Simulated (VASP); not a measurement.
# W (Im-3m) in VASP: notebook

The runs below take W through single point, with PBE.

All numbers are computed with VASP 6.6.1; they aren't measurements. Logs are shortened: lines on timing, memory, paths and dates and some standing lists are left out, and cuts for length are marked.

## 1. The cell of the first run

The structure is cubic, space group Im-3m (No. 229). Conventional cell: a = 3.183 Å, b = 3.183 Å, c = 3.183 Å, α = 90.00°, β = 90.00°, γ = 90.00°. W (site symmetry m-3m) has 14 W at 2.76 to 3.18 Å within 3.6 Å.

## 2. Single point, PBE (strained)

INCAR

```
ALGO = Fast
EDIFF = 1E-6
ENCUT = 520
GGA = PE
ISIF = 2
ISMEAR = 0
LASPH = True
LCHARG = True
LELF = True
LREAL = False
LVHAR = True
LWAVE = False
NBANDS = 13
NELM = 60
PREC = Accurate
SIGMA = 0.1
```

KPOINTS

```
k-points
0
Gamma
  18 18 18
```

POSCAR

```
W
1.0
   -1.5915337470      1.5915337470      1.5915337470
    1.5915337470     -1.5915337470      1.5915337470
    1.5915337470      1.5915337470     -1.5915337470
W
1
Direct
    0.0000000000      0.0000000000      0.0000000000
```

Potentials or basis: VASP PAW PBE potentials, release 64 (W_sv).

Command:

```
$ cat potpaw_PBE.64/W_sv/POTCAR > POTCAR
$ mpirun -np 1 vasp_std > vasp.out
```

OUTCAR:

```text
EDIFF = 1E-6
   ENCUT = 520
   GGA = PE
   ISIF = 2
   ISMEAR = 0
   LASPH = True
   LREAL = False
   NELM = 60
   PREC = Accurate

 ion  position               nearest neighbor table
   1  0.000  0.000  0.000-

  LATTYP: Found a body centered cubic cell.
 ALAT       =     3.1830674940

  Lattice vectors:

 A1 = (  -1.5915337470,   1.5915337470,   1.5915337470)
 A2 = (   1.5915337470,  -1.5915337470,   1.5915337470)
 A3 = (   1.5915337470,   1.5915337470,  -1.5915337470)

Analysis of symmetry for initial positions (statically):
=====================================================================
 Subroutine PRICEL returns:
 Original cell was already a primitive cell.

 Routine SETGRP: Setting up the symmetry group for a
 body centered cubic supercell.

 Subroutine GETGRP returns: Found 48 space group operations
 (whereof 48 operations were pure point group operations)
 out of a pool of 48 trial point group operations.

The static configuration has the point symmetry O_h .

Analysis of symmetry for dynamics (positions and initial velocities):
=====================================================================
 Subroutine PRICEL returns:
 Original cell was already a primitive cell.

 Routine SETGRP: Setting up the symmetry group for a
 body centered cubic supercell.

 Subroutine GETGRP returns: Found 48 space group operations
 (whereof 48 operations were pure point group operations)
 out of a pool of 48 trial point group operations.

The dynamic configuration has the point symmetry O_h .

 Subroutine INISYM returns: Found 48 space group operations
 (whereof 48 operations are pure point group operations),
 and found     1 'primitive' translations

----------------------------------------------------------------------------------------

                                     Primitive cell

  volume of cell :      16.1253

  direct lattice vectors                    reciprocal lattice vectors
    -1.591533747  1.591533747  1.591533747     0.000000000  0.314162361  0.314162361
     1.591533747 -1.591533747  1.591533747     0.314162361  0.000000000  0.314162361
     1.591533747  1.591533747 -1.591533747     0.314162361  0.314162361  0.000000000

  length of vectors
     2.756617312  2.756617312  2.756617312     0.444292672  0.444292672  0.444292672

  position of ions in fractional coordinates (direct lattice)
     0.000000000  0.000000000  0.000000000

  ion indices of the primitive-cell ions
[... 77 lines left out ...]
   NSW    =      0    number of steps for IOM
   IBRION =     -1    ionic relax: 0-MD 1-quasi-New 2-CG
   NFREE  =      0    steps in history (QN), initial steepest desc. (CG)
   ISIF   =      2    stress and relaxation
   ISYM   =      2    0-nonsym 1-usesym 2-fastsym
   POTIM  = 0.5000    time-step for ionic-motion
   TEBEG  =    0.0;   TEEND  =   0.0 temperature during run
   PSTRESS=    0.0 pullay stress
   NELECT =      14.0000    total number of electrons
   NUPDOWN=      -1.0000    fix difference up-down
   EMIN   =  10.00;   EMAX   =-10.00  energy-range for DOS
   EFERMI =   0.00;   METHOD = LEGACY
   ISMEAR =     0;   SIGMA  =   0.10  broadening in eV -4-tet -1-fermi 0-gaus
   EFERMI_NEDOS =   21; number of points for ismear=-14 and -15
   IALGO  =     68    algorithm
   IMIX   =      4    mixing-type and parameters
     AMIX     =   0.40;   BMIX     =  1.00
     AMIX_MAG =   1.60;   BMIX_MAG =  1.00
  volume/ion in A,a.u.               =      16.13       108.82
  Fermi-wavevector in a.u.,A,eV,Ry     =   1.561763  2.951303 33.185999  2.439102
  Thomas-Fermi vector in A             =   2.664780
   LORBIT       =      0    0 simple, 1 ext, 2 COOP (PROOUT), +10 PAW based schemes
   GGA     = PE    functional components
   LHFCALC =     F    Hartree Fock is set to
   AEXX    =    0.0000 exact exchange contribution
   IVDW    =     0    specifies the selected vdW correction
   LEPSILON=     F    determine dielectric tensor
   LRPA    =     F    only Hartree local field effects (RPA)
 non-spin polarized calculation
 RMM-DIIS sequential band-by-band and
 Gauss-broadening in eV      SIGMA  =   0.10
  energy-cutoff  :      520.00
  volume of cell :       16.13
 maximum number of plane-waves:       466
 NGX is ok and might be reduce to    24
   NGX = 11   NGY = 11   NGZ = 11

 number of electron      14.0000002 magnetization

 Free energy of the ion-electron system (eV)
  ---------------------------------------------------
  ext. energy  EPLUGINS =         0.00000000
  ---------------------------------------------------
  free energy    TOTEN  =       -12.95110929 eV

  energy without entropy =      -12.94754026  energy(sigma->0) =      -12.94932477

 E-fermi :  11.1962     XC(G=0): -13.5434

 val. band max:       11.1920957802   @ k =  -0.2778   0.3333   0.2222
 cond. band min:      11.2083096210   @ k =   0.5000   0.5000   0.2222
 fundamental gap:      0.0162138408
 Fermi energy:        11.1961952286

 k-point     1 :       0.0000    0.0000    0.0000
  band No.  band energies     occupation
      1     -63.0037      2.00000
      2     -26.5907      2.00000
      3     -26.5907      2.00000
      4     -26.5907      2.00000
      5       1.6551      2.00000
      6       9.9993      2.00000
      7       9.9993      2.00000
      8       9.9993      2.00000
      9      13.4207      0.00000
     10      13.4207      0.00000
     11      25.6748      0.00000
     12      25.6748      0.00000
     13      25.6748      0.00000
[... 354 lines left out ...]
  band No.  band energies     occupation
      1     -62.8793      2.00000
      2     -27.7325      2.00000
      3     -27.0202      2.00000
      4     -26.6507      2.00000
      5       5.4603      2.00000
      6       7.8606      2.00000
      7      10.5845      2.00000
      8      13.1868      0.00000
      9      14.4822      0.00000
     10      17.4776      0.00000
     11      21.8802      0.00000
     12      23.6765      0.00000
     13      27.7635      0.00000

 [... further k-points ...]
[... 5 lines left out ...]
  --------------------------------------------------------------------------------------
  -------------------------------------------------------------------------------------
  Total        0.0599159      0.0599159      0.0599159      0.0000000      0.0000000     -0.0000000
  in kB        5.9531220      5.9531220      5.9531220      0.0000000      0.0000000     -0.0000000
  external PRESSURE =       5.9531220 kB  Pullay stress =       0.0000000 kB

 VOLUME and BASIS-vectors are now :
 -----------------------------------------------------------------------------
  energy-cutoff  :      520.00
  volume of cell :       16.13
      direct lattice vectors                 reciprocal lattice vectors
    -1.591533747  1.591533747  1.591533747     0.000000000  0.314162361  0.314162361
     1.591533747 -1.591533747  1.591533747     0.314162361  0.000000000  0.314162361
     1.591533747  1.591533747 -1.591533747     0.314162361  0.314162361  0.000000000

 POSITION                                       TOTAL-FORCE (eV/Angst)
 -----------------------------------------------------------------------------------
      0.00000      0.00000      0.00000         0.000000     -0.000000     -0.000000
 -----------------------------------------------------------------------------------
    total drift:                                0.000000      0.000000      0.000000

  FREE ENERGIE OF THE ION-ELECTRON SYSTEM (eV)
  ---------------------------------------------------
  free  energy   TOTEN  =       -12.9511092898 eV

  energy  without entropy=      -12.9475402571  energy(sigma->0) =      -12.94932477
```

Run time: 16 s. Hardware: 1 thread of Intel Xeon 6975P-C (Granite Rapids), shared host; peak memory 0.16 GiB.

What came out:

- Free energy: -12.9511 eV
- Pressure: 0.6 GPa
- Band gap on the k mesh: zero (band 7 reaches 16.24 eV, above the bottom of band 8 at 10.00 eV)

Caveat: the cell differs from its parent crystal (strained); spin-orbit coupling is left out, which moves the levels of the heavy elements.

## 3. Single point, PBE

INCAR

```
PREC = Accurate
ENCUT = 520
EDIFF = 1E-6
ISMEAR = 0
SIGMA = 0.15
LREAL = False
LASPH = True
NELM = 60
ALGO = Fast
ISIF = 2
LWAVE = False
LCHARG = False
GGA = PE
NBANDS = 13
```

KPOINTS

```
Automatic mesh
0
Gamma
  26 26 26
```

POSCAR

```
W
1.0
   -1.5917793224      1.5917793224      1.5917793224
    1.5917793224     -1.5917793224      1.5917793224
    1.5917793224      1.5917793224     -1.5917793224
W
1
Direct
    0.0000000000      0.0000000000      0.0000000000
```

Potentials or basis: VASP PAW PBE potentials, release 64 (W_sv).

Command:

```
$ cat potpaw_PBE.64/W_sv/POTCAR > POTCAR
$ mpirun -np 1 vasp_std > vasp.out
```

OUTCAR:

```text
PREC = Accurate
   ENCUT = 520
   EDIFF = 1E-6
   ISMEAR = 0
   LREAL = False
   LASPH = True
   NELM = 60
   ISIF = 2
   GGA = PE

 ion  position               nearest neighbor table
   1  0.000  0.000  0.000-

  LATTYP: Found a body centered cubic cell.
 ALAT       =     3.1835586448

  Lattice vectors:

 A1 = (  -1.5917793224,   1.5917793224,   1.5917793224)
 A2 = (   1.5917793224,  -1.5917793224,   1.5917793224)
 A3 = (   1.5917793224,   1.5917793224,  -1.5917793224)

Analysis of symmetry for initial positions (statically):
=====================================================================
 Subroutine PRICEL returns:
 Original cell was already a primitive cell.

 Routine SETGRP: Setting up the symmetry group for a
 body centered cubic supercell.

 Subroutine GETGRP returns: Found 48 space group operations
 (whereof 48 operations were pure point group operations)
 out of a pool of 48 trial point group operations.

The static configuration has the point symmetry O_h .

Analysis of symmetry for dynamics (positions and initial velocities):
=====================================================================
 Subroutine PRICEL returns:
 Original cell was already a primitive cell.

 Routine SETGRP: Setting up the symmetry group for a
 body centered cubic supercell.

 Subroutine GETGRP returns: Found 48 space group operations
 (whereof 48 operations were pure point group operations)
 out of a pool of 48 trial point group operations.

The dynamic configuration has the point symmetry O_h .

 Subroutine INISYM returns: Found 48 space group operations
 (whereof 48 operations are pure point group operations),
 and found     1 'primitive' translations

----------------------------------------------------------------------------------------

                                     Primitive cell

  volume of cell :      16.1328

  direct lattice vectors                    reciprocal lattice vectors
    -1.591779322  1.591779322  1.591779322     0.000000000  0.314113893  0.314113893
     1.591779322 -1.591779322  1.591779322     0.314113893  0.000000000  0.314113893
     1.591779322  1.591779322 -1.591779322     0.314113893  0.314113893  0.000000000

  length of vectors
     2.757042661  2.757042661  2.757042661     0.444224128  0.444224128  0.444224128

  position of ions in fractional coordinates (direct lattice)
     0.000000000  0.000000000  0.000000000

  ion indices of the primitive-cell ions
   primitive index   ion index
                 1           1

----------------------------------------------------------------------------------------

 KPOINTS: Automatic mesh

Automatic generation of k-mesh.
 Grid dimensions read from file:
 generate k-points for:   26   26   26

 Generating k-lattice:

  Cartesian coordinates                     Fractional coordinates (reciprocal lattice)
     0.000000000  0.012081304  0.012081304     0.038461538  0.000000000  0.000000000
     0.012081304  0.000000000  0.012081304     0.000000000  0.038461538  0.000000000
     0.012081304  0.012081304  0.000000000     0.000000000  0.000000000  0.038461538

  Length of vectors
     0.017085543  0.017085543  0.017085543

  Shift w.r.t. Gamma in fractional coordinates (k-lattice)
     0.000000000  0.000000000  0.000000000

 Subroutine IBZKPT returns following result:
 ===========================================

 Found    511 irreducible k-points:

 Following reciprocal coordinates:
            Coordinates               Weight
  0.000000  0.000000  0.000000      1.000000
  0.038462  0.000000  0.000000     12.000000
  0.076923  0.000000  0.000000     12.000000
  0.115385  0.000000  0.000000     12.000000
  0.153846  0.000000  0.000000     12.000000
  0.192308  0.000000  0.000000     12.000000
[... 16 lines left out ...]
  0.346154  0.038462  0.000000     48.000000
  0.384615  0.038462  0.000000     48.000000
 [... further k-points ...]
   k-points           NKPTS =    511   k-points in BZ     NKDIM =    511   number of bands    NBANDS=     13
   number of dos      NEDOS =    301   number of ions     NIONS =      1
   total plane-waves  NPLWV =  13824
   dimension x,y,z NGX =    24 NGY =   24 NGZ =   24
   dimension x,y,z NGXF=    48 NGYF=   48 NGZF=   48
   ions per type =               1
   NGX,Y,Z   is equivalent  to a cutoff of  14.47, 14.47, 14.47 a.u.
   NGXF,Y,Z  is equivalent  to a cutoff of  28.94, 28.94, 28.94 a.u.
 SYSTEM =  unknown system
   PREC   = accura    normal or accurate (medium, high low for compatibility)
   ISTART =      0    job   : 0-new  1-cont  2-samecut
   ICHARG =      2    charge: 1-file 2-atom 10-const
   ISPIN  =      1    spin polarized calculation?
   LNONCOLLINEAR =      F non collinear calculations
   LSORBIT =      F    spin-orbit coupling
   LASPH  =      T    aspherical Exc in radial PAW
   ENCUT  =  520.0 eV  38.22 Ry    6.18 a.u.   5.13  5.13  5.13*2*pi/ulx,y,z
   NELM   =     60;   NELMIN=  2; NELMDL= -5     # of ELM steps
   EDIFF  = 0.1E-05   stopping-criterion for ELM
   LREAL  =      F    real-space projection
   EDIFFG = 0.1E-04   stopping-criterion for IOM
   NSW    =      0    number of steps for IOM
   IBRION =     -1    ionic relax: 0-MD 1-quasi-New 2-CG
   NFREE  =      0    steps in history (QN), initial steepest desc. (CG)
   ISIF   =      2    stress and relaxation
   ISYM   =      2    0-nonsym 1-usesym 2-fastsym
   POTIM  = 0.5000    time-step for ionic-motion
   TEBEG  =    0.0;   TEEND  =   0.0 temperature during run
   PSTRESS=    0.0 pullay stress
   NELECT =      14.0000    total number of electrons
   NUPDOWN=      -1.0000    fix difference up-down
   EMIN   =  10.00;   EMAX   =-10.00  energy-range for DOS
   EFERMI =   0.00;   METHOD = LEGACY
   ISMEAR =     0;   SIGMA  =   0.15  broadening in eV -4-tet -1-fermi 0-gaus
   EFERMI_NEDOS =   21; number of points for ismear=-14 and -15
   IALGO  =     68    algorithm
   IMIX   =      4    mixing-type and parameters
     AMIX     =   0.40;   BMIX     =  1.00
     AMIX_MAG =   1.60;   BMIX_MAG =  1.00
  volume/ion in A,a.u.               =      16.13       108.87
  Fermi-wavevector in a.u.,A,eV,Ry     =   1.561522  2.950848 33.175760  2.438350
  Thomas-Fermi vector in A             =   2.664575
   LORBIT       =      0    0 simple, 1 ext, 2 COOP (PROOUT), +10 PAW based schemes
   GGA     = PE    functional components
   LHFCALC =     F    Hartree Fock is set to
   AEXX    =    0.0000 exact exchange contribution
   IVDW    =     0    specifies the selected vdW correction
   LEPSILON=     F    determine dielectric tensor
   LRPA    =     F    only Hartree local field effects (RPA)
 non-spin polarized calculation
 RMM-DIIS sequential band-by-band and
 Gauss-broadening in eV      SIGMA  =   0.15
  energy-cutoff  :      520.00
  volume of cell :       16.13
 maximum number of plane-waves:       466
 NGX is ok and might be reduce to    24
   NGX = 11   NGY = 11   NGZ = 11

 number of electron      14.0000002 magnetization

 Free energy of the ion-electron system (eV)
  ---------------------------------------------------
  ext. energy  EPLUGINS =         0.00000000
  ---------------------------------------------------
  free energy    TOTEN  =       -12.95724078 eV

  energy without entropy =      -12.95206234  energy(sigma->0) =      -12.95465156

 E-fermi :  11.1931     XC(G=0): -13.5417

 val. band max:       11.1786162799   @ k =  -0.2308   0.3077   0.1154
 cond. band min:      11.1989988286   @ k =   0.4231   0.0769   0.0385
 fundamental gap:      0.0203825487
 Fermi energy:        11.1931224704

 k-point     1 :       0.0000    0.0000    0.0000
  band No.  band energies     occupation
      1     -63.0178      2.00000
      2     -26.6047      2.00000
      3     -26.6047      2.00000
      4     -26.6047      2.00000
      5       1.6512      2.00000
      6       9.9903      2.00000
      7       9.9903      2.00000
      8       9.9903      2.00000
      9      13.4102      0.00000
     10      13.4102      0.00000
     11      25.6677      0.00000
     12      25.6677      0.00000
     13      25.6677      0.00000
[... 353 lines left out ...]
 k-point    24 :       0.3846    0.0385    0.0000
  band No.  band energies     occupation
      1     -62.9043      2.00000
      2     -27.7152      2.00000
      3     -26.9716      2.00000
      4     -26.6179      2.00000
      5       5.0920      2.00000
      6       7.8805      2.00000
      7      10.6309      2.00000
      8      13.3327      0.00000
      9      14.1304      0.00000
     10      16.1542      0.00000
     11      23.0769      0.00000
     12      23.4578      0.00000
     13      29.2737      0.00000

 [... further k-points ...]
[... 5 lines left out ...]
  --------------------------------------------------------------------------------------
  -------------------------------------------------------------------------------------
  Total        0.0481808      0.0481808      0.0481808     -0.0000000     -0.0000000      0.0000000
  in kB        4.7849360      4.7849360      4.7849360     -0.0000000     -0.0000000      0.0000000
  external PRESSURE =       4.7849360 kB  Pullay stress =       0.0000000 kB

 VOLUME and BASIS-vectors are now :
 -----------------------------------------------------------------------------
  energy-cutoff  :      520.00
  volume of cell :       16.13
      direct lattice vectors                 reciprocal lattice vectors
    -1.591779322  1.591779322  1.591779322     0.000000000  0.314113893  0.314113893
     1.591779322 -1.591779322  1.591779322     0.314113893  0.000000000  0.314113893
     1.591779322  1.591779322 -1.591779322     0.314113893  0.314113893  0.000000000

 POSITION                                       TOTAL-FORCE (eV/Angst)
 -----------------------------------------------------------------------------------
      0.00000      0.00000      0.00000         0.000000     -0.000000     -0.000000
 -----------------------------------------------------------------------------------
    total drift:                                0.000000      0.000000     -0.000000

  FREE ENERGIE OF THE ION-ELECTRON SYSTEM (eV)
  ---------------------------------------------------
  free  energy   TOTEN  =       -12.9572407840 eV

  energy  without entropy=      -12.9520623369  energy(sigma->0) =      -12.95465156
```

stdout:

```text
POSCAR found type information on POSCAR W
 POSCAR found :  1 types and       1 ions
 scaLAPACK will be used
 LDA part: xc-table for (Slater+PW92), standard interpolation
 POSCAR, INCAR and KPOINTS ok, starting setup
 FFT: planning ... GRIDC
 FFT: planning ... GRID_SOFT
 FFT: planning ... GRID
 WAVECAR not read
 entering main loop
```

Wall time 38 s (1 thread of Intel Xeon 6975P-C (Granite Rapids), shared host); peak memory 0.22 GiB.

What came out:

| Property | Result |
| --- | --- |
| Free energy | -12.9572 eV |
| Pressure | 0.5 GPa |
| Band gap on the k mesh | zero (band 7 reaches 16.23 eV, above the bottom of band 8 at 9.99 eV) |

Caveat: spin-orbit coupling is left out, which moves the levels of the heavy elements.
